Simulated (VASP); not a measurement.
# Sb (P4/mmm) in VASP: further runs

Sb is run at these levels: PBEsol; tasks: single point.

Everything below comes from runs of VASP 6.6.1. Logs are shortened: lines on timing, memory, paths and dates and some standing lists are left out, and cuts for length are marked.

**1. The cell of the first run**

The structure is tetragonal, space group P4/mmm (No. 123). The conventional cell has a = 3.081 Å, b = 3.081 Å, c = 3.002 Å, α = 90.00°, β = 90.00°, γ = 90.00°. Within 4.0 Å of Sb (site symmetry 4/mmm) lie 6 Sb at 3.00 to 3.08 Å.

**2. Single point, PBEsol (strain -0.025 along x and y, -0.050 along z)**

Contents of INCAR:

```
SYSTEM = Sb
  PREC = Accurate
  ENCUT = 520
  EDIFF = 1E-7
  ISMEAR = 0
  SIGMA = 0.15
  LREAL = .False.
  LASPH = .True.
  NELM = 100
  ALGO = Normal
  ISIF = 2
  LWAVE = .False.
  LCHARG = .True.
  GGA = PS
  LELF = .True.
  LVHAR = .True.
  NBANDS = 8
```

Contents of KPOINTS:

```
regular mesh
0
Gamma
  16 16 16
  0 0 0
```

Contents of POSCAR:

```
Sb
1.0
    3.0810000000      0.0000000000      0.0000000000
    0.0000000000      3.0810000000      0.0000000000
    0.0000000000      0.0000000000      3.0020000000
Sb
1
Direct
    0.0000000000      0.0000000000      0.0000000000
```

Potentials or basis: VASP PAW PBE potentials, release 64 (Sb).

The run is started by

```sh
cat potpaw_PBE.64/Sb/POTCAR > POTCAR
mpirun -np 1 vasp_std > vasp.out
```

OUTCAR:

```text
SYSTEM = Sb
   PREC = Accurate
   ENCUT = 520
   EDIFF = 1E-7
   ISMEAR = 0
   LREAL = .False.
   LASPH = .True.
   NELM = 100
   ISIF = 2
   GGA = PS

 ion  position               nearest neighbor table
   1  0.000  0.000  0.000-

  LATTYP: Found a simple tetragonal cell.
 ALAT       =     3.0810000000
 C/A-ratio  =     0.9743589744

  Lattice vectors:

 A1 = (   3.0810000000,   0.0000000000,   0.0000000000)
 A2 = (   0.0000000000,   3.0810000000,   0.0000000000)
 A3 = (   0.0000000000,   0.0000000000,   3.0020000000)

Analysis of symmetry for initial positions (statically):
=====================================================================
 Subroutine PRICEL returns:
 Original cell was already a primitive cell.

 Routine SETGRP: Setting up the symmetry group for a
 simple tetragonal supercell.

 Subroutine GETGRP returns: Found 16 space group operations
 (whereof 16 operations were pure point group operations)
 out of a pool of 16 trial point group operations.

The static configuration has the point symmetry D_4h.

Analysis of symmetry for dynamics (positions and initial velocities):
=====================================================================
 Subroutine PRICEL returns:
 Original cell was already a primitive cell.

 Routine SETGRP: Setting up the symmetry group for a
 simple tetragonal supercell.

 Subroutine GETGRP returns: Found 16 space group operations
 (whereof 16 operations were pure point group operations)
 out of a pool of 16 trial point group operations.

The dynamic configuration has the point symmetry D_4h.

 Subroutine INISYM returns: Found 16 space group operations
 (whereof 16 operations are pure point group operations),
 and found     1 'primitive' translations

----------------------------------------------------------------------------------------

                                     Primitive cell

  volume of cell :      28.4967

  direct lattice vectors                    reciprocal lattice vectors
     3.081000000  0.000000000  0.000000000     0.324569945  0.000000000  0.000000000
     0.000000000  3.081000000  0.000000000     0.000000000  0.324569945  0.000000000
     0.000000000  0.000000000  3.002000000     0.000000000  0.000000000  0.333111259

  length of vectors
     3.081000000  3.081000000  3.002000000     0.324569945  0.324569945  0.333111259

  position of ions in fractional coordinates (direct lattice)
     0.000000000  0.000000000  0.000000000

  ion indices of the primitive-cell ions
   primitive index   ion index
                 1           1

----------------------------------------------------------------------------------------

 KPOINTS: regular mesh

Automatic generation of k-mesh.
 Grid dimensions read from file:
 generate k-points for:   16   16   16

 Generating k-lattice:

  Cartesian coordinates                     Fractional coordinates (reciprocal lattice)
     0.020285622  0.000000000  0.000000000     0.062500000  0.000000000  0.000000000
     0.000000000  0.020285622  0.000000000     0.000000000  0.062500000  0.000000000
     0.000000000  0.000000000  0.020819454     0.000000000  0.000000000  0.062500000

  Length of vectors
     0.020285622  0.020285622  0.020819454

  Shift w.r.t. Gamma in fractional coordinates (k-lattice)
     0.000000000  0.000000000  0.000000000

 Subroutine IBZKPT returns following result:
 ===========================================

 Found    405 irreducible k-points:

 Following reciprocal coordinates:
            Coordinates               Weight
  0.000000  0.000000  0.000000      1.000000
  0.062500  0.000000  0.000000      4.000000
  0.125000  0.000000  0.000000      4.000000
  0.187500  0.000000  0.000000      4.000000
  0.250000  0.000000  0.000000      4.000000
  0.312500  0.000000  0.000000      4.000000
[... 16 lines left out ...]
  0.437500  0.125000  0.000000      8.000000
  0.500000  0.125000  0.000000      4.000000
 [... further k-points ...]
   k-points           NKPTS =    405   k-points in BZ     NKDIM =    405   number of bands    NBANDS=      8
   number of dos      NEDOS =    301   number of ions     NIONS =      1
   total plane-waves  NPLWV =  13824
   dimension x,y,z NGX =    24 NGY =   24 NGZ =   24
   dimension x,y,z NGXF=    48 NGYF=   48 NGZF=   48
   ions per type =               1
   NGX,Y,Z   is equivalent  to a cutoff of  12.95, 12.95, 13.29 a.u.
   NGXF,Y,Z  is equivalent  to a cutoff of  25.90, 25.90, 26.58 a.u.
 SYSTEM =  Sb
   PREC   = accura    normal or accurate (medium, high low for compatibility)
   ISTART =      0    job   : 0-new  1-cont  2-samecut
   ICHARG =      2    charge: 1-file 2-atom 10-const
   ISPIN  =      1    spin polarized calculation?
   LNONCOLLINEAR =      F non collinear calculations
   LSORBIT =      F    spin-orbit coupling
   LASPH  =      T    aspherical Exc in radial PAW
   ENCUT  =  520.0 eV  38.22 Ry    6.18 a.u.   5.73  5.73  5.58*2*pi/ulx,y,z
   NELM   =    100;   NELMIN=  2; NELMDL= -5     # of ELM steps
   EDIFF  = 0.1E-06   stopping-criterion for ELM
   LREAL  =      F    real-space projection
   EDIFFG = 0.1E-05   stopping-criterion for IOM
   NSW    =      0    number of steps for IOM
   IBRION =     -1    ionic relax: 0-MD 1-quasi-New 2-CG
   NFREE  =      0    steps in history (QN), initial steepest desc. (CG)
   ISIF   =      2    stress and relaxation
   ISYM   =      2    0-nonsym 1-usesym 2-fastsym
   POTIM  = 0.5000    time-step for ionic-motion
   TEBEG  =    0.0;   TEEND  =   0.0 temperature during run
   PSTRESS=    0.0 pullay stress
   NELECT =       5.0000    total number of electrons
   NUPDOWN=      -1.0000    fix difference up-down
   EMIN   =  10.00;   EMAX   =-10.00  energy-range for DOS
   EFERMI =   0.00;   METHOD = LEGACY
   ISMEAR =     0;   SIGMA  =   0.15  broadening in eV -4-tet -1-fermi 0-gaus
   EFERMI_NEDOS =   21; number of points for ismear=-14 and -15
   IALGO  =     38    algorithm
   IMIX   =      4    mixing-type and parameters
     AMIX     =   0.40;   BMIX     =  1.00
     AMIX_MAG =   1.60;   BMIX_MAG =  1.00
  volume/ion in A,a.u.               =      28.50       192.31
  Fermi-wavevector in a.u.,A,eV,Ry     =   0.916502  1.731938 11.428569  0.839976
  Thomas-Fermi vector in A             =   2.041365
   LORBIT       =      0    0 simple, 1 ext, 2 COOP (PROOUT), +10 PAW based schemes
   GGA     = PS    functional components
   LHFCALC =     F    Hartree Fock is set to
   AEXX    =    0.0000 exact exchange contribution
   IVDW    =     0    specifies the selected vdW correction
   LEPSILON=     F    determine dielectric tensor
   LRPA    =     F    only Hartree local field effects (RPA)
 non-spin polarized calculation
 Gauss-broadening in eV      SIGMA  =   0.15
  energy-cutoff  :      520.00
  volume of cell :       28.50
 maximum number of plane-waves:       782
 NGX is ok and might be reduce to    24
   NGX = 11   NGY = 11   NGZ = 11

 number of electron       5.0000000 magnetization

 Free energy of the ion-electron system (eV)
  ---------------------------------------------------
  ext. energy  EPLUGINS =         0.00000000
  ---------------------------------------------------
  free energy    TOTEN  =        -4.53052713 eV

  energy without entropy =       -4.52586117  energy(sigma->0) =       -4.52819415

 E-fermi :   7.5579     XC(G=0):  -9.9463

 val. band max:        7.5341684983   @ k =   0.1875   0.1875   0.0000
 cond. band min:       7.5729587826   @ k =   0.1250   0.0625   0.1875
 fundamental gap:      0.0387902843
 Fermi energy:         7.5579308453

 k-point     1 :       0.0000    0.0000    0.0000
  band No.  band energies     occupation
      1      -5.1939      2.00000
      2      10.6942      0.00000
      3      10.6942      0.00000
      4      11.4700      0.00000
      5      14.3940      0.00000
      6      14.6457      0.00000
      7      16.1089      0.00000
      8      25.3274      0.00000

 k-point     2 :       0.0625    0.0000    0.0000
  band No.  band energies     occupation
      1      -5.1361      2.00000
      2       9.9201      0.00000
      3      10.7515      0.00000
      4      11.5278      0.00000
      5      14.5733      0.00000
      6      15.1501      0.00000
      7      16.3695      0.00000
      8      24.7285      0.00000

 k-point     3 :       0.1250    0.0000    0.0000
  band No.  band energies     occupation
      1      -4.9639      2.00000
      2       8.4346      0.00000
      3      10.9203      0.00000
      4      11.6982      0.00000
      5      14.7247      0.00000
      6      15.7709      0.00000
      7      17.5870      0.00000
      8      23.6792      0.00000

 k-point     4 :       0.1875    0.0000    0.0000
  band No.  band energies     occupation
      1      -4.6813      2.00000
      2       6.8564      2.00000
      3      11.1903      0.00000
      4      11.9707      0.00000
      5      14.9535      0.00000
      6      16.1122      0.00000
      7      19.4040      0.00000
      8      22.5726      0.00000

 k-point     5 :       0.2500    0.0000    0.0000
  band No.  band energies     occupation
      1      -4.2976      2.00000
      2       5.3484      2.00000
      3      11.5421      0.00000
      4      12.3259      0.00000
      5      15.2665      0.00000
      6      16.4758      0.00000
      7      21.1972      0.00000
      8      21.5010      0.00000

 k-point     6 :       0.3125    0.0000    0.0000
  band No.  band energies     occupation
      1      -3.8330      2.00000
      2       3.9816      2.00000
      3      11.9421      0.00000
      4      12.7303      0.00000
      5      15.6562      0.00000
      6      16.9152      0.00000
      7      20.5246      0.00000
      8      21.0223      0.00000

 k-point     7 :       0.3750    0.0000    0.0000
  band No.  band energies     occupation
      1      -3.3330      2.00000
      2       2.8250      2.00000
      3      12.3353      0.00000
      4      13.1283      0.00000
      5      16.0992      0.00000
      6      17.4320      0.00000
      7      19.7120      0.00000
      8      20.0916      0.00000

 k-point     8 :       0.4375    0.0000    0.0000
  band No.  band energies     occupation
      1      -2.8994      2.00000
      2       1.9930      2.00000
      3      12.6383      0.00000
      4      13.4357      0.00000
      5      16.5242      0.00000
      6      17.9718      0.00000
      7      19.1545      0.00000
      8      19.4146      0.00000

 k-point     9 :       0.5000    0.0000    0.0000
  band No.  band energies     occupation
      1      -2.7142      2.00000
      2       1.6744      2.00000
      3      12.7551      0.00000
      4      13.5543      0.00000
      5      16.7301      0.00000
      6      18.2526      0.00000
      7      18.9525      0.00000
      8      19.2587      0.00000

 k-point    10 :       0.0625    0.0625    0.0000
  band No.  band energies     occupation
      1      -5.0783      2.00000
      2       9.9231      0.00000
      3      10.0326      0.00000
      4      11.5857      0.00000
      5      15.1329      0.00000
      6      15.3251      0.00000
      7      16.5743      0.00000
      8      23.9795      0.00000
[... 78 lines left out ...]
 k-point    18 :       0.1250    0.1250    0.0000
  band No.  band energies     occupation
      1      -4.7337      2.00000
      2       8.5404      0.00000
      3       8.7835      0.00000
      4      11.9271      0.00000
      5      15.7043      0.00000
      6      17.1842      0.00000
      7      18.0186      0.00000
      8      21.5419      0.00000

 k-point    19 :       0.1875    0.1250    0.0000
  band No.  band energies     occupation
      1      -4.4510      2.00000
      2       7.0726      2.00000
      3       8.9463      0.00000
      4      12.2005      0.00000
      5      15.9643      0.00000
      6      17.6804      0.00000
      7      19.1979      0.00000
      8      20.6676      0.00000

 k-point    20 :       0.2500    0.1250    0.0000
  band No.  band energies     occupation
      1      -4.0670      2.00000
      2       5.5687      2.00000
      3       9.3040      0.00000
      4      12.5569      0.00000
      5      16.2800      0.00000
      6      17.6698      0.00000
      7      19.1400      0.00000
      8      21.6708      0.00000

 k-point    21 :       0.3125    0.1250    0.0000
  band No.  band energies     occupation
      1      -3.6019      2.00000
      2       4.2027      2.00000
      3       9.7270      0.00000
      4      12.9627      0.00000
      5      16.6126      0.00000
      6      17.1367      0.00000
      7      19.1064      0.00000
      8      21.3367      0.00000

 k-point    22 :       0.3750    0.1250    0.0000
  band No.  band energies     occupation
      1      -3.1010      2.00000
      2       3.0458      2.00000
      3      10.1631      0.00000
      4      13.3626      0.00000
      5      16.2005      0.00000
      6      17.2207      0.00000
      7      19.3614      0.00000
      8      20.5417      0.00000

 k-point    23 :       0.4375    0.1250    0.0000
  band No.  band energies     occupation
      1      -2.6663      2.00000
      2       2.2128      2.00000
      3      10.5197      0.00000
      4      13.6718      0.00000
      5      15.6084      0.00000
      6      17.6742      0.00000
      7      19.4330      0.00000
      8      19.9922      0.00000

 k-point    24 :       0.5000    0.1250    0.0000
  band No.  band energies     occupation
      1      -2.4806      2.00000
      2       1.8936      2.00000
      3      10.6640      0.00000
      4      13.7912      0.00000
      5      15.3777      0.00000
      6      17.9269      0.00000
      7      19.2968      0.00000
      8      19.7921      0.00000

 [... further k-points ...]
[... 5 lines left out ...]
  --------------------------------------------------------------------------------------
  -------------------------------------------------------------------------------------
  Total       -0.0977492     -0.0977492      0.5148290      0.0000000      0.0000000      0.0000000
  in kB       -5.4957835     -5.4957835     28.9453975      0.0000000      0.0000000      0.0000000
  external PRESSURE =       5.9846102 kB  Pullay stress =       0.0000000 kB

 VOLUME and BASIS-vectors are now :
 -----------------------------------------------------------------------------
  energy-cutoff  :      520.00
  volume of cell :       28.50
      direct lattice vectors                 reciprocal lattice vectors
     3.081000000  0.000000000  0.000000000     0.324569945  0.000000000  0.000000000
     0.000000000  3.081000000  0.000000000     0.000000000  0.324569945  0.000000000
     0.000000000  0.000000000  3.002000000     0.000000000  0.000000000  0.333111259

 POSITION                                       TOTAL-FORCE (eV/Angst)
 -----------------------------------------------------------------------------------
      0.00000      0.00000      0.00000         0.000000      0.000000      0.000000
 -----------------------------------------------------------------------------------
    total drift:                               -0.000000      0.000000      0.000000

  FREE ENERGIE OF THE ION-ELECTRON SYSTEM (eV)
  ---------------------------------------------------
  free  energy   TOTEN  =        -4.5305271346 eV

  energy  without entropy=       -4.5258611730  energy(sigma->0) =       -4.52819415
```

Run time: 18 s. Hardware: 1 thread of Intel Xeon 6975P-C (Granite Rapids), shared host; peak memory 0.21 GiB.

Results:

```
Free energy : -4.5305 eV
Pressure    : 0.6 GPa
```

Caveat: the cell differs from its parent crystal (strain -0.025 along x and y, -0.050 along z); the PAW data sets were made with another functional, which shifts forces and pressure a little; spin-orbit coupling is left out, which moves the levels of the heavy elements.

**3. Single point, PBEsol (strain -0.050 along x and y, +0.025 along z)**

Contents of INCAR:

```
PREC = Accurate ; ENCUT = 520
EDIFF = 1E-7 ; ISMEAR = 0
SIGMA = 0.15 ; LREAL = False
LASPH = True ; NELM = 60
ALGO = Normal ; ISIF = 2
LWAVE = False ; LCHARG = True
GGA = PS ; LELF = True
LVHAR = True ; NBANDS = 8
```

Contents of KPOINTS:

```
Automatic mesh
0
Gamma
  16 16 16
```

Contents of POSCAR:

```
Sb
1.0
    3.0020000000      0.0000000000      0.0000000000
    0.0000000000      3.0020000000      0.0000000000
    0.0000000000      0.0000000000      3.2390000000
Sb
1
Direct
    0.0000000000      0.0000000000      0.0000000000
```

Potentials or basis: VASP PAW PBE potentials, release 64 (Sb).

The run is started by

```sh
cat potpaw_PBE.64/Sb/POTCAR > POTCAR
mpirun -np 1 vasp_std > vasp.out
```

It took 23 s on 1 thread of Intel Xeon 6975P-C (Granite Rapids), shared host; peak memory 0.21 GiB.

Results (log left out):

- Free energy: -4.4919 eV
- Pressure: -0.2 GPa

Stress tensor (GPa, compression positive):
```
 2.81  0.00  0.00
 0.00  2.81  0.00
 0.00  0.00 -6.16
```

Levels at points of the mesh, in eV from the Fermi level:
```csv
k point,band 1,band 2,band 3,band 4,band 5,band 6,band 7
"(0.00, 0.00, 0.00)",-12.62,1.94,4.03,4.03,6.02,7.48,8.80
"(0.50, 0.00, 0.00)",-9.77,-5.85,4.27,6.43,8.86,9.80,10.29
"(0.50, 0.50, 0.00)",-6.68,-3.52,-3.52,2.15,6.65,12.57,12.57
"(0.00, 0.00, 0.50)",-10.73,-5.63,5.62,5.62,9.14,11.36,11.86
"(0.50, 0.00, 0.50)",-7.75,-4.22,-3.19,2.00,8.06,13.30,13.30
"(0.50, 0.50, 0.50)",-4.38,-2.03,-2.03,-0.88,4.39,5.02,5.02
```

Caveat: the cell differs from its parent crystal (strain -0.050 along x and y, +0.025 along z); the PAW data sets were made with another functional, which shifts forces and pressure a little; spin-orbit coupling is left out, which moves the levels of the heavy elements.
